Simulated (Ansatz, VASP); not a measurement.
**Two plane-wave programs on Ga3As2P**

```xyz
6
Lattice="-2.0038 2.0038 8.4823 2.0038 -2.0038 8.4823 2.0038 2.0038 -8.4823" Properties=species:S:1:pos:R:3 pbc="T T T"
Ga    0.0000    0.0000   14.0686
Ga    0.0000    0.0000    8.4823
Ga    0.0000    0.0000    2.8959
P     0.0000    2.0038    4.2411
As    2.0038    0.0000    7.0349
As    2.0038    0.0000    1.4474
```

Alike in both runs: functional PBE; k mesh 6 × 6 × 6; occupations gaussian, width 0.1 eV; no spin polarisation.

Ansatz relaxed the structure, and its values are those at the end. VASP's run is a single point on that final structure, the one shown.

```csv
,VASP,Ansatz
version,VASP 6.6.1,Ansatz 0.2.0
potentials or method,"VASP PAW PBE potentials, release 64 (Ga_d, P, As), cutoff 520 eV","scalar-relativistic, plane waves, PAW"
valence electrons in the cell,54,74
```

```csv
,VASP,Ansatz,Ansatz less VASP
gap on the k mesh at the Fermi level (eV),0.59,0.59,0.000
least direct gap on the mesh (eV),0.59,0.59,0.000
pressure (GPa),0.1,0.0,-0.11
rms of the force components (eV/Å),0.005,0.000,-0.0047
```

VASP's potentials hold 54 valence electrons a cell and Ansatz's 74, so a difference there can come from the potentials and not from the codes.
